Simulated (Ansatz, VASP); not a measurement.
## CaS in VASP and in Ansatz

The input POSCAR:

```
CaS
1.0
    0.0000000000      2.8083120083      2.8083120083
    2.8083120083      0.0000000000      2.8083120083
    2.8083120083      2.8083120083      0.0000000000
Ca S
1 1
Direct
    0.5000000000      0.5000000000      0.5000000000
    0.0000000000      0.0000000000      0.0000000000
```

File INCAR.step1:

```
ALGO = Normal ; EDIFF = 1E-5
ENCUT = 550 ; GGA = PE
GGA_COMPAT = False ; ISMEAR = 0
LASPH = True ; LCHARG = False
LREAL = False ; LWAVE = True
NBANDS = 15 ; NELM = 120
PREC = Accurate ; SIGMA = 0.05
```

File INCAR.step2:

```
ALGO = Normal ; EDIFF = 1E-6
ENCUT = 550 ; GGA_COMPAT = False
ISIF = 2 ; ISMEAR = 0
ISTART = 1 ; LASPH = True
LCHARG = False ; LMIXTAU = True
LREAL = False ; LWAVE = False
METAGGA = R2SCAN ; NBANDS = 15
NELM = 120 ; PREC = Accurate
SIGMA = 0.05
```

The input KPOINTS:

```
k-points
0
Gamma
  8 8 8
```

Input for Ansatz:

```yaml
crystal:
  lattice:
    - [0.0, 2.8083120083, 2.8083120083]
    - [2.8083120083, 0.0, 2.8083120083]
    - [2.8083120083, 2.8083120083, 0.0]
  atoms:
    - { symbol: Ca, position: [0.5, 0.5, 0.5] }
    - { symbol: S, position: [0.0, 0.0, 0.0] }
basis:
  ecutwfc: 500
  ecutrho_ratio: 4
kpoints:
  mp_grid: { grid: [8, 8, 8] }
hamiltonian:
  xc: r2scan
scf:
  occupations: { method: gaussian, width: 0.05 }
output:
  forces: true
  stress: true
  eigenvalues: true
```

Alike in both runs: task single point; functional r2SCAN; k mesh 8 × 8 × 8; occupations gaussian, width 0.05 eV; no spin polarisation.

```csv
,VASP,Ansatz
version,VASP 6.6.1,Ansatz 0.2.0
potentials or method,"VASP PAW PBE potentials, release 64 (Ca_sv, S), cutoff 550 eV","scalar-relativistic, plane waves, PAW"
valence electrons in the cell,16,16
```

VASP gave:

```
gap on the k mesh at the Fermi level (eV) : 2.70
least direct gap on the mesh (eV)         : 3.56
pressure (GPa)                            : 3.2
```

Problem. Estimate Ansatz's values.

Solution. gap on the k mesh at the Fermi level (eV): 2.70; least direct gap on the mesh (eV): 3.56; pressure (GPa): 2.8.

VASP's potentials were made for PBE, not for r2SCAN. The functional is the same, so the differences come from potentials, cutoffs and numerics.
